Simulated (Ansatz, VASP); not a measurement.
**One calculation of Nb2Si2O, two programs**

```
Nb Si O
1.0
     4.44000    0.00000    0.00000
     0.00000    4.44000    0.00000
     0.00000    0.00000    5.91006
Nb Si O
2 2 1
Direct
  0.00000 0.50000 0.50000
  0.50000 0.00000 0.50000
  0.00000 0.00000 0.00000
  0.00000 0.00000 0.50000
  0.50000 0.50000 0.50000
```

Alike in both runs: task single point; functional PBE; k mesh 4 × 4 × 4; occupations gaussian, width 0.1 eV; collinear spin.

|  | VASP | Ansatz |
| --- | --- | --- |
| version | VASP 6.6.1 | Ansatz 0.2.0 |
| potentials or method | VASP PAW PBE potentials, release 64 (Nb_sv, Si, O), cutoff 520 eV | scalar-relativistic, plane waves, PAW |
| valence electrons in the cell | 40 | 40 |

Ansatz gave:

```
gap on the k mesh at the Fermi level (eV)                     : none
pressure (GPa)                                                : 4.1
traceless stress, the component that is largest in VASP (GPa) : -16.49
net moment per atom (μB)                                      : 0.07
size of the moment on the site where the two differ most (μB) : 0.09
```

**Question.** Which values does VASP return?

**Answer.** gap on the k mesh at the Fermi level (eV): none; pressure (GPa): 3.9; traceless stress, the component that is largest in VASP (GPa): -16.37; net moment per atom (μB): 0.02; size of the moment on the site where the two differ most (μB): 0.05.

Site moments also hang on the region over which each program counts them. A gap of «none» marks a metal or a gap that the smearing closes. Ansatz's warnings: no starting moments.
